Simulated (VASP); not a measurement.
Set up this calculation in VASP 6.6.1, as the native input.

| Property | Result |
| --- | --- |
| Task | relaxation of cell and atoms |
| Functional | PBEsol |
| Potentials or basis | VASP PAW PBE potentials, release 64 (Be, Sb, Ge_d) |
| Cutoff | 600 eV |
| k mesh | 6 × 6 × 4 |
| Occupations | fermi-dirac, width 0.03 eV |
| Spin | no spin polarisation |
| Dipole correction | no |
| Further INCAR settings | ALGO = Normal; EDIFF = 1e-06; IBRION = 2; EDIFFG = -0.01; NSW = 100; ISIF = 3 |

The structure of BeGeSb2 lies in POSCAR:

```
BeGeSb2
1.0
    3.9952810698      0.0000000000      0.0000000000
    0.0000000000      3.9952810698      0.0000000000
    0.0000000000      0.0000000000      5.6501806744
Be Sb Ge
1 2 1
Direct
    0.0000000000      0.0000000000      0.0000000000
    0.0000000000      0.5000000000      0.2500000000
    0.5000000000      0.0000000000      0.7500000000
    0.5000000000      0.5000000000      0.5000000000
```

The input as run:

INCAR

```
  PREC = Accurate
  ENCUT = 600
  EDIFF = 1E-6
  ISMEAR = -1
  SIGMA = 0.03
  LREAL = F
  LASPH = T
  NELM = 80
  ALGO = Normal
  ISIF = 3
  LWAVE = F
  LCHARG = F
  GGA = PS
  IBRION = 2
  NSW = 100
  EDIFFG = -0.01
```

KPOINTS

```
Automatic mesh
0
Gamma
  6 6 4
```

Potentials or basis: VASP PAW PBE potentials, release 64 (Be, Sb, Ge_d).

Run with:

```sh
$ cat potpaw_PBE.64/Be/POTCAR potpaw_PBE.64/Sb/POTCAR potpaw_PBE.64/Ge_d/POTCAR > POTCAR
$ mpirun -np 1 vasp_std > vasp.out
```

It gave:

```json
{
 "Relaxed volume": "25.09 Å³/atom",
 "Relaxed cell": "a = 4.162 Å, b = 4.162 Å, c = 5.794 Å, α = 90.00°, β = 90.00°, γ = 90.00°",
 "Space group after relaxing (to 0.1 Å)": "P-4m2 (No. 115)",
 "Energy gained by relaxing": "208.5 meV/atom",
 "Ionic steps": "15",
 "Pressure after relaxing": "0.0 GPa",
 "Largest force after relaxing": "0.008 eV/Å",
 "Band gap on the k mesh": "zero (bands 13 and 14 overlap by 0.69 eV)"
}
```

Caveat: the PAW data sets were made with another functional, which shifts forces and pressure a little; spin-orbit coupling is left out, which moves the levels of the heavy elements.

Wall time 4.7 min on 1 thread of Intel(R) Xeon(R) Platinum 8259CL CPU @ 2.50GHz (Skylake/Cascade Lake) (shared host), peak memory 0.27 GiB.
